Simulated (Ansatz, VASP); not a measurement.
One calculation of GaSb, two programs

```
Ga Sb
1.0
     3.58182    0.00000    0.00000
     0.00000    3.58182    0.00000
     0.00000    0.00000    3.58182
Ga Sb
1 1
Direct
  0.00000 0.00000 0.00000
  0.50000 0.50000 0.50000
```

Alike in both runs: task single point; functional r2SCAN; k mesh 6 × 6 × 6; occupations fermi-dirac, width 0.02 eV; no spin polarisation.

|  | VASP | Ansatz |
| --- | --- | --- |
| version | VASP 6.6.1 | Ansatz 0.2.0 |
| potentials or method | VASP PAW PBE potentials, release 64 (Ga_d, Sb) | plane waves |
| plane-wave cutoff (eV) | 520 | 1230 |
| valence electrons in the cell | 18 | 28 |

```csv
,VASP,Ansatz,Ansatz less VASP
pressure (GPa),-0.1,0.0,+0.09
```

VASP's potentials were made for PBE, not for r2SCAN. The functional is the same, so the differences come from potentials, cutoffs and numerics. VASP's potentials hold 18 valence electrons a cell and Ansatz's 28, so a difference there can come from the potentials and not from the codes.

Spin-orbit coupling is off throughout.
